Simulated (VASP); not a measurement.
# PbO (P4/nmm) in VASP: notebook

PbO is run at these levels: B3LYP, PBEsol-based screened hybrid with 25 % exact exchange, PBE-based screened hybrid with 35 % exact exchange, r2SCAN, HSE06, PBE-based screened hybrid with 15 % exact exchange; tasks: single point, relaxation of cell and atoms.

Program: VASP 6.6.1. These are calculated values, not measurements. Logs are shortened: lines on timing, memory, paths and dates and some standing lists are left out, and cuts for length are marked.

## Step 1: The cell of the first run

It takes space group P4/nmm (No. 129, tetragonal). Conventional cell: a = 3.990 Å, b = 3.990 Å, c = 5.010 Å, α = 90.00°, β = 90.00°, γ = 90.00°. Pb (site symmetry 4mm) has 4 O at 2.33 Å within 3.1 Å. Within 3.1 Å of O (site symmetry -4m2) lie 4 Pb at 2.33 Å and 4 O at 2.82 Å.

## Step 2: Single point, B3LYP

The input, POSCAR:

```
PbO
1.0
    3.9900000000      0.0000000000      0.0000000000
    0.0000000000      3.9900000000      0.0000000000
    0.0000000000      0.0000000000      5.0100000000
Pb O
2 2
Direct
    0.5000000000      0.0000000000      0.7600000000
    0.0000000000      0.5000000000      0.2400000000
    0.5000000000      0.5000000000      0.0000000000
    0.0000000000      0.0000000000      0.0000000000
```

The input, INCAR.step1:

```
SYSTEM = PbO
ALGO = Normal
EDIFF = 1E-5
ENCUT = 520
GGA = PE
GGA_COMPAT = .False.
ISIF = 2
ISMEAR = -1
LASPH = .True.
LREAL = .False.
LWAVE = .True.
NBANDS = 28
NELM = 120
PREC = Accurate
SIGMA = 0.05
```

The input, INCAR.step2:

```
SYSTEM = PbO
AEXX = 0.2
AGGAC = 0.81
AGGAX = 0.72
ALDAC = 0.19
ALGO = Normal
EDIFF = 1E-6
ENCUT = 520
GGA = B3
GGA_COMPAT = .False.
ISIF = 2
ISMEAR = -1
ISTART = 1
LASPH = .True.
LCHARG = .True.
LELF = .True.
LHFCALC = .True.
LREAL = .False.
LVHAR = .True.
LWAVE = .False.
NBANDS = 28
NELM = 120
PREC = Accurate
PRECFOCK = Normal
SIGMA = 0.05
```

The input, KPOINTS:

```
k-points
0
Gamma
  4 4 3
  0 0 0
```

Potentials or basis: VASP PAW PBE potentials, release 64 (Pb_d, O).

Command:

```sh
cat potpaw_PBE.64/Pb_d/POTCAR potpaw_PBE.64/O/POTCAR > POTCAR
cp INCAR.step1 INCAR
mpirun -np 1 vasp_std > vasp.out
cp INCAR.step2 INCAR
mpirun -np 1 vasp_std > vasp.out
```

OUTCAR:

```text
SYSTEM = PbO
   AEXX = 0.2
   EDIFF = 1E-6
   ENCUT = 520
   GGA = B3
   ISIF = 2
   ISMEAR = -1
   ISTART = 1
   LASPH = .True.
   LHFCALC = .True.
   LREAL = .False.
   NELM = 120
   PREC = Accurate
   PRECFOCK = Normal

 ion  position               nearest neighbor table
   1  0.500  0.000  0.760-   3 2.33   4 2.33   3 2.33   4 2.33   2 3.71   2 3.71   2 3.71   2 3.71
                             2 3.84   2 3.84   2 3.84   2 3.84
   2  0.000  0.500  0.240-   3 2.33   4 2.33   4 2.33   3 2.33   1 3.71   1 3.71   1 3.71   1 3.71
                             1 3.84   1 3.84   1 3.84   1 3.84
   3  0.500  0.500  0.000-   1 2.33   2 2.33   1 2.33   2 2.33
   4  0.000  0.000  0.000-   1 2.33   2 2.33   2 2.33   1 2.33

  LATTYP: Found a simple tetragonal cell.
 ALAT       =     3.9900000000
 C/A-ratio  =     1.2556390977

  Lattice vectors:

 A1 = (   3.9900000000,   0.0000000000,   0.0000000000)
 A2 = (   0.0000000000,   3.9900000000,   0.0000000000)
 A3 = (   0.0000000000,   0.0000000000,   5.0100000000)

Analysis of symmetry for initial positions (statically):
=====================================================================
 Subroutine PRICEL returns:
 Original cell was already a primitive cell.

 Routine SETGRP: Setting up the symmetry group for a
 simple tetragonal supercell.

 Subroutine GETGRP returns: Found 16 space group operations
 (whereof  8 operations were pure point group operations)
 out of a pool of 16 trial point group operations.

The static configuration has the point symmetry D_2d.
 The point group associated with its full space group is D_4h.

Analysis of symmetry for dynamics (positions and initial velocities):
=====================================================================
 Subroutine PRICEL returns:
 Original cell was already a primitive cell.

 Routine SETGRP: Setting up the symmetry group for a
 simple tetragonal supercell.

 Subroutine GETGRP returns: Found 16 space group operations
 (whereof  8 operations were pure point group operations)
 out of a pool of 16 trial point group operations.

The dynamic configuration has the point symmetry D_2d.
 The point group associated with its full space group is D_4h.

 Subroutine INISYM returns: Found 16 space group operations
 (whereof  8 operations are pure point group operations),
 and found     1 'primitive' translations

----------------------------------------------------------------------------------------

                                     Primitive cell

  volume of cell :      79.7597

  direct lattice vectors                    reciprocal lattice vectors
     3.990000000  0.000000000  0.000000000     0.250626566  0.000000000  0.000000000
     0.000000000  3.990000000  0.000000000     0.000000000  0.250626566  0.000000000
     0.000000000  0.000000000  5.010000000     0.000000000  0.000000000  0.199600798

  length of vectors
     3.990000000  3.990000000  5.010000000     0.250626566  0.250626566  0.199600798

  position of ions in fractional coordinates (direct lattice)
     0.500000000  0.000000000  0.760000000
     0.000000000  0.500000000  0.240000000
     0.500000000  0.500000000  0.000000000
     0.000000000  0.000000000  0.000000000

  ion indices of the primitive-cell ions
   primitive index   ion index
                 1           1
                 2           2
                 3           3
                 4           4

----------------------------------------------------------------------------------------

 KPOINTS: k-points

Automatic generation of k-mesh.
 Grid dimensions read from file:
 generate k-points for:    4    4    3

 Generating k-lattice:

  Cartesian coordinates                     Fractional coordinates (reciprocal lattice)
     0.062656642  0.000000000  0.000000000     0.250000000  0.000000000  0.000000000
     0.000000000  0.062656642  0.000000000     0.000000000  0.250000000  0.000000000
     0.000000000  0.000000000  0.066533599     0.000000000  0.000000000  0.333333333

  Length of vectors
     0.062656642  0.062656642  0.066533599

  Shift w.r.t. Gamma in fractional coordinates (k-lattice)
     0.000000000  0.000000000  0.000000000

 Subroutine IBZKPT returns following result:
 ===========================================

 Found     12 irreducible k-points:

 Following reciprocal coordinates:
            Coordinates               Weight
  0.000000  0.000000  0.000000      1.000000
  0.250000  0.000000  0.000000      4.000000
  0.500000  0.000000  0.000000      2.000000
  0.250000  0.250000  0.000000      4.000000
  0.500000  0.250000  0.000000      4.000000
  0.500000  0.500000  0.000000      1.000000
  0.000000  0.000000  0.333333      2.000000
  0.250000  0.000000  0.333333      8.000000
  0.500000  0.000000  0.333333      4.000000
  0.250000  0.250000  0.333333      8.000000
  0.500000  0.250000  0.333333      8.000000
  0.500000  0.500000  0.333333      2.000000
   k-points           NKPTS =     12   k-points in BZ     NKDIM =     48   number of bands    NBANDS=     28
   number of dos      NEDOS =    301   number of ions     NIONS =      4
   total plane-waves  NPLWV =  36000
   dimension x,y,z NGX =    30 NGY =   30 NGZ =   40
   dimension x,y,z NGXF=    60 NGYF=   60 NGZF=   80
   ions per type =               2   2
   NGX,Y,Z   is equivalent  to a cutoff of  12.50, 12.50, 13.27 a.u.
   NGXF,Y,Z  is equivalent  to a cutoff of  25.00, 25.00, 26.55 a.u.
 SYSTEM =  PbO
   PREC   = accura    normal or accurate (medium, high low for compatibility)
   ISTART =      1    job   : 0-new  1-cont  2-samecut
   ICHARG =      0    charge: 1-file 2-atom 10-const
   ISPIN  =      1    spin polarized calculation?
   LNONCOLLINEAR =      F non collinear calculations
   LSORBIT =      F    spin-orbit coupling
   LASPH  =      T    aspherical Exc in radial PAW
   ENCUT  =  520.0 eV  38.22 Ry    6.18 a.u.   7.42  7.42  9.32*2*pi/ulx,y,z
   NELM   =    120;   NELMIN=  2; NELMDL=  0     # of ELM steps
   EDIFF  = 0.1E-05   stopping-criterion for ELM
   LREAL  =      F    real-space projection
   EDIFFG = 0.1E-04   stopping-criterion for IOM
   NSW    =      0    number of steps for IOM
   IBRION =     -1    ionic relax: 0-MD 1-quasi-New 2-CG
   NFREE  =      0    steps in history (QN), initial steepest desc. (CG)
   ISIF   =      2    stress and relaxation
   ISYM   =      3    0-nonsym 1-usesym 2-fastsym
   POTIM  = 0.5000    time-step for ionic-motion
   TEBEG  =    0.0;   TEEND  =   0.0 temperature during run
   PSTRESS=    0.0 pullay stress
   NELECT =      40.0000    total number of electrons
   NUPDOWN=      -1.0000    fix difference up-down
   EMIN   =  10.00;   EMAX   =-10.00  energy-range for DOS
   EFERMI =   0.00;   METHOD = LEGACY
   ISMEAR =    -1;   SIGMA  =   0.05  broadening in eV -4-tet -1-fermi 0-gaus
   EFERMI_NEDOS =   21; number of points for ismear=-14 and -15
   IALGO  =     38    algorithm
   IMIX   =      1    mixing-type and parameters
     AMIX     =   0.40;   BMIX     =  1.00
     AMIX_MAG =   1.60;   BMIX_MAG =  1.00
  volume/ion in A,a.u.               =      19.94       134.56
  Fermi-wavevector in a.u.,A,eV,Ry     =   1.300670  2.457909 23.017539  1.691741
  Thomas-Fermi vector in A             =   2.431853
   LORBIT       =      0    0 simple, 1 ext, 2 COOP (PROOUT), +10 PAW based schemes
   GGA     = B3    functional components
   LHFCALC =     T    Hartree Fock is set to
   PRECFOCK=normal    Normal, Fast or Accurate (Low or Medium for compatibility)
   ENCUT4O =  -1.0   cutoff for four orbital integrals eV
   NKREDX  =     1    reduce k-point grid by
   NKREDY  =     1    reduce k-point grid by
   NKREDZ  =     1    reduce k-point grid by
   AEXX    =    0.2000 exact exchange contribution
   HFSCREEN=    0.0000 screening length (either q_TF or 0.3 A-1)
   HFSCREENC=   0.0000 screening length for correlation (either q_TF or 0.3 A-1)
   ENCUTFOCK=  -1.0 apply spherical cutoff to Coloumb kernel
   IVDW    =     0    specifies the selected vdW correction
   LEPSILON=     F    determine dielectric tensor
   LRPA    =     F    only Hartree local field effects (RPA)
 non-spin polarized calculation
  energy-cutoff  :      520.00
  volume of cell :       79.76
 maximum number of plane-waves:      2186
 NGX is ok and might be reduce to    30
  NGX = 24; NGY = 24; NGZ = 28

 number of electron      39.9999998 magnetization

 Free energy of the ion-electron system (eV)
  ---------------------------------------------------
  ext. energy  EPLUGINS =         0.00000000
  ---------------------------------------------------
  free energy    TOTEN  =       -25.94839974 eV

  energy without entropy =      -25.94839974  energy(sigma->0) =      -25.94839974

 E-fermi :   5.6043     XC(G=0):  -7.8762

 val. band max:        4.5252022879   @ k =   0.0000   0.0000   0.0000
 cond. band min:       6.8802770056   @ k =   0.5000   0.5000   0.0000
 fundamental gap:      2.3550747177
 Fermi energy:         5.6042970707

 k-point     1 :       0.0000    0.0000    0.0000
  band No.  band energies     occupation
      1     -15.3017      2.00000
      2     -14.7205      2.00000
      3     -12.7161      2.00000
      4     -12.7161      2.00000
      5     -12.6503      2.00000
      6     -12.6423      2.00000
[... 20 lines left out ...]
     27      13.5385      0.00000
     28      14.1490      0.00000

 k-point     2 :       0.2500    0.0000    0.0000
  band No.  band energies     occupation
      1     -15.1742      2.00000
      2     -14.7722      2.00000
      3     -12.6853      2.00000
      4     -12.6845      2.00000
      5     -12.6166      2.00000
      6     -12.5987      2.00000
[... 20 lines left out ...]
     27      14.0111      0.00000
     28      17.0270      0.00000

 k-point     3 :       0.5000    0.0000    0.0000
  band No.  band energies     occupation
      1     -14.9386      2.00000
      2     -14.9386      2.00000
      3     -12.6226      2.00000
      4     -12.6226      2.00000
      5     -12.6168      2.00000
      6     -12.6168      2.00000
[... 244 lines left out ...]
      3     -12.6302      2.00000
      4     -12.6302      2.00000
      5     -12.5733      2.00000
      6     -12.5733      2.00000
[... 20 lines left out ...]
     27      16.1824      0.00000
     28      16.1824      0.00000

 k-point    12 :       0.5000    0.5000    0.3333
  band No.  band energies     occupation
      1     -14.9065      2.00000
      2     -14.9065      2.00000
      3     -12.5850      2.00000
      4     -12.5850      2.00000
      5     -12.5340      2.00000
      6     -12.5340      2.00000
[... 20 lines left out ...]
     27      16.4083      0.00000
     28      16.4083      0.00000

------------------------ aborting loop because EDIFF is reached ----------------------------------------

  FORCE on cell =-STRESS in cart. coord.  units (eV):
  Direction    XX          YY          ZZ          XY          YZ          ZX
  --------------------------------------------------------------------------------------
  -------------------------------------------------------------------------------------
  Total        1.7209678      1.7209678      1.2216635      0.0000000      0.0000000      0.0000000
  in kB       34.5700341     34.5700341     24.5402324      0.0000000      0.0000000      0.0000000
  external PRESSURE =      31.2267669 kB  Pullay stress =       0.0000000 kB

 VOLUME and BASIS-vectors are now :
 -----------------------------------------------------------------------------
  energy-cutoff  :      520.00
  volume of cell :       79.76
      direct lattice vectors                 reciprocal lattice vectors
     3.990000000  0.000000000  0.000000000     0.250626566  0.000000000  0.000000000
     0.000000000  3.990000000  0.000000000     0.000000000  0.250626566  0.000000000
     0.000000000  0.000000000  5.010000000     0.000000000  0.000000000  0.199600798

 POSITION                                       TOTAL-FORCE (eV/Angst)
 -----------------------------------------------------------------------------------
      1.99500      0.00000      3.80760        -0.000000      0.000000      0.240751
      0.00000      1.99500      1.20240         0.000000      0.000000     -0.240751
      1.99500      1.99500      0.00000         0.000000      0.000000      0.000000
      0.00000      0.00000      0.00000         0.000000      0.000000      0.000000
 -----------------------------------------------------------------------------------
    total drift:                                0.000002     -0.000000     -0.000002

  FREE ENERGIE OF THE ION-ELECTRON SYSTEM (eV)
  ---------------------------------------------------
  free  energy   TOTEN  =       -25.9483997364 eV

  energy  without entropy=      -25.9483997363  energy(sigma->0) =      -25.94839974
```

Wall time 71 min (1 thread of Intel Xeon 8259CL, shared host); peak memory 0.22 GiB.

What came out:

```yaml
Free_energy: -25.9484 eV
Pressure: 3.1 GPa
Largest_force: 0.241 eV/Å
Band_gap_on_the_k_mesh: 2.36 eV (least direct gap 3.67 eV)
```

Forces on the atoms (eV/Å):
```
Pb   0.000  0.000  0.241
Pb   0.000  0.000 -0.241
O    0.000  0.000  0.000
O    0.000  0.000  0.000
```

Stress tensor (GPa, compression positive):
```
3.46 0.00 0.00
0.00 3.46 0.00
0.00 0.00 2.45
```

Levels at points of the mesh, in eV from the valence-band top:
| k point | band 17 | band 18 | band 19 | band 20 | band 21 | band 22 | band 23 | band 24 |
| --- | --- | --- | --- | --- | --- | --- | --- | --- |
| (0.00, 0.00, 0.00) | -2.04 | -1.96 | -1.96 | 0.00 | 3.77 | 6.90 | 6.90 | 6.99 |
| (0.50, 0.00, 0.00) | -3.36 | -3.36 | -1.86 | -1.86 | 4.71 | 4.71 | 8.06 | 8.06 |
| (0.50, 0.50, 0.00) | -1.84 | -1.84 | -1.31 | -1.31 | 2.36 | 2.36 | 6.69 | 6.69 |

Caveat: the cell stands under pressure; the PAW data sets were made with another functional, which shifts forces and pressure a little; spin-orbit coupling is left out, which moves the levels of the heavy elements. A k mesh can miss the band edges.

(Part 1 of 3 ends here.)
